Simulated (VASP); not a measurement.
The system is MgS.

```
Mg S
1.0
     0.02546   -0.04138    3.76450
     6.91991   -0.05610    0.04804
    -0.05610    6.99445   -0.07808
Mg S
4 4
Direct
  0.49382 0.67629 0.67718
  0.23237 0.14473 0.81255
  0.01647 0.34752 0.34251
  0.72369 0.83470 0.17467
  0.98852 0.85554 0.82444
  0.73952 0.33249 0.65562
  0.50823 0.16075 0.16153
  0.29738 0.64798 0.35150
```

* Program: VASP 6.6.1
* Task: relaxation of cell and atoms
* Functional: PBE
* Potentials or basis: VASP PAW PBE potentials, release 64 (Mg, S)
* Cutoff: 600 eV
* k mesh: 4 × 2 × 2
* Occupations: gaussian, width 0.1 eV
* Spin: no spin polarisation

At the start: pressure 0.5 GPa; volume 22.77 Å³/atom.

Q: How do energy, volume and symmetry change on relaxing?

A: Over 14 steps the energy falls by 94.2 meV/atom and the volume is 22.35 Å³/atom (-1.8 %); space group P1 (No. 1, to 0.1 Å) before, P2_12_12_1 (No. 19, to 0.1 Å).

The path:
```tsv
step	energy change (eV)	largest force (eV/Å)	pressure (GPa)	volume (Å³)
1	0.0000	2.3796	0.48	182.16
2	-0.5238	0.9046	-1.16	183.86
3	-0.5418	0.7341	-1.27	184.36
4	-0.6465	0.5178	-0.02	179.51
5	-0.6676	0.4800	0.99	176.27
6	-0.7145	0.2068	0.08	178.63
7	-0.7184	0.2533	-0.22	179.55
8	-0.7350	0.1682	-0.09	179.10
9	-0.7395	0.1631	0.05	178.69
10	-0.7478	0.1097	0.01	178.79
11	-0.7507	0.0978	-0.03	178.90
12	-0.7530	0.0307	0.01	178.75
13	-0.7531	0.0314	0.02	178.71
14	-0.7535	0.0214	-0.01	178.80
```

Final structure:
```yaml
crystal:
  lattice:
    - [-0.00146, -0.00040, 3.69902]
    - [6.95064, 0.00163, -0.00320]
    - [-0.00199, 6.95441, -0.00225]
  atoms:
    - { symbol: Mg, position: [0.48907, 0.66087, 0.66712] }
    - { symbol: Mg, position: [0.25347, 0.16138, 0.83416] }
    - { symbol: Mg, position: [0.99942, 0.33830, 0.33403] }
    - { symbol: Mg, position: [0.75850, 0.83852, 0.16685] }
    - { symbol: S, position: [0.98963, 0.83116, 0.83104] }
    - { symbol: S, position: [0.75341, 0.33086, 0.66779] }
    - { symbol: S, position: [0.49884, 0.16961, 0.16789] }
    - { symbol: S, position: [0.25765, 0.66929, 0.33112] }
```

Caveat: the k points lie up to 0.45 Å⁻¹ apart in the final cell.
